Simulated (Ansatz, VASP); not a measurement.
RhC: VASP beside Ansatz

```xyz
2
Lattice="0.0000 1.8770 1.8770 1.8770 0.0000 1.8770 1.8770 1.8770 0.0000" Properties=species:S:1:pos:R:3 pbc="T T T"
Rh    0.0000    0.0000    0.0000
C     0.9385    0.9385    0.9385
```

Change from the starting cell: volume scaled by 0.55, LAPW.

Alike in both runs: task single point; functional PBE; k mesh 14 × 14 × 14; occupations fermi-dirac, width 0.1 eV; no spin polarisation.

|  | VASP | Ansatz |
| --- | --- | --- |
| version | VASP 6.6.1 | Ansatz 0.2.0 |
| potentials or method | VASP PAW PBE potentials, release 64 (Rh_pv, C), cutoff 520 eV | all-electron LAPW, scalar-relativistic |

VASP gave:

| Property | Result |
| --- | --- |
| pressure (GPa) | 519.3 |

**Question.** Which values does Ansatz return?

**Answer.** Pressure (GPa): 515.6.

Both programs put the cell under a high pressure, so it lies far from rest at this level. Ansatz ran all-electron here, and VASP with PAW potentials.

Noted on VASP's run: the cell as given lies far from equilibrium.
